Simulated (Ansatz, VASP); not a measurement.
## One calculation of Pt, two programs

File POSCAR:

```
Pt
1.0
    2.6509802351      0.0000000000      0.0000000000
   -1.3254901176      2.2958162285      0.0000000000
    0.0000000000      0.0000000000      4.8368335620
Pt
2
Direct
    0.6666666667      0.3333333333      0.7500000000
    0.3333333333      0.6666666667      0.2500000000
```

The input INCAR.step1:

```
SYSTEM = Pt
ALGO = Normal
EDIFF = 1E-4
ENCUT = 520
GGA = PE
ISMEAR = 0
LASPH = .True.
LCHARG = .False.
LREAL = .False.
LWAVE = .True.
NBANDS = 17
NELM = 80
PREC = Accurate
SIGMA = 0.15
```

INCAR.step2

```
SYSTEM = Pt
ALGO = Normal
EDIFF = 1E-7
ENCUT = 520
ISIF = 2
ISMEAR = 0
ISTART = 1
LASPH = .True.
LCHARG = .False.
LMIXTAU = .True.
LREAL = .False.
LWAVE = .False.
METAGGA = R2SCAN
NBANDS = 17
NELM = 80
PREC = Accurate
SIGMA = 0.15
```

KPOINTS

```
k-points
0
Gamma
  24 24 12
  0 0 0
```

Input for Ansatz:

```yaml
crystal:
  lattice:
    - [2.6509802351, 0.0, 0.0]
    - [-1.3254901176, 2.2958162285, 0.0]
    - [0.0, 0.0, 4.836833562]
  atoms:
    - { symbol: Pt, position: [0.6666666667, 0.3333333333, 0.75] }
    - { symbol: Pt, position: [0.3333333333, 0.6666666667, 0.25] }
basis:
  ecutwfc: 500
kpoints:
  mp_grid: { grid: [24, 24, 12] }
hamiltonian:
  xc: r2scan
scf:
  occupations: { method: gaussian, width: 0.15 }
output:
  forces: true
  stress: true
  eigenvalues: true
  write_density: true
  write_potential: true
  elf: true
  volumetric_format: npy
```

Change from the starting cell: strain -0.030 along x and y, +0.015 along z, atoms carried along.

Alike in both runs: task single point; functional r2SCAN; k mesh 24 × 24 × 12; occupations gaussian, width 0.15 eV; no spin polarisation.

|  | VASP | Ansatz |
| --- | --- | --- |
| version | VASP 6.6.1 | Ansatz 0.2.0 |
| potentials or method | VASP PAW PBE potentials, release 64 (Pt), cutoff 520 eV | scalar-relativistic, plane waves, PAW |
| valence electrons in the cell | 20 | 36 |

|  | VASP | Ansatz | Ansatz less VASP |
| --- | --- | --- | --- |
| gap on the k mesh at the Fermi level (eV) | none | none | - |
| pressure (GPa) | 17.5 | 16.5 | -0.97 |
| traceless stress, the component that is largest in VASP (GPa) | -11.70 | -11.29 | +0.412 |

VASP's potentials were made for PBE, not for r2SCAN. A gap of «none» marks a metal or a gap that the smearing closes. VASP's potentials hold 20 valence electrons a cell and Ansatz's 36, so a difference there can come from the potentials and not from the codes.

Neither program's run includes spin-orbit coupling.
